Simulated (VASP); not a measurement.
A run of VASP 6.6.1 is set up as follows.

File INCAR:

```
SYSTEM = Mn
PREC = Accurate
ENCUT = 500
EDIFF = 1E-6
ISMEAR = 0
SIGMA = 0.1
LREAL = .FALSE.
LASPH = .TRUE.
NELM = 200
ALGO = Normal
ISIF = 2
LWAVE = .FALSE.
LCHARG = .FALSE.
ISPIN = 2
MAGMOM = 4
LORBIT = 11
LMAXMIX = 4
GGA = PS
NBANDS = 16
GGA_COMPAT = .FALSE.
```

Contents of KPOINTS:

```
regular mesh
0
G
  8 8 8
  0 0 0
```

File POSCAR:

```
Mn
1.0
    0.0000000000      1.8987242364      1.8987242364
    1.8987242364      0.0000000000      1.8987242364
    1.8987242364      1.8987242364      0.0000000000
Mn
1
Direct
    0.0000000000      0.0000000000      0.0000000000
```

Potentials or basis: VASP PAW PBE potentials, release 64 (Mn_pv).

Run with:

```sh
$ cat potpaw_PBE.64/Mn_pv/POTCAR > POTCAR
$ mpirun -np 1 vasp_std > vasp.out
```

Estimate the net moment.

1.55 μB per cell.

Estimate the site moments.

Mn +1.53 μB.

What does it give for the pressure?

-35.7 GPa.

Caveat: the cell stands under tension; the PAW data sets were made with another functional, which shifts forces and pressure a little.
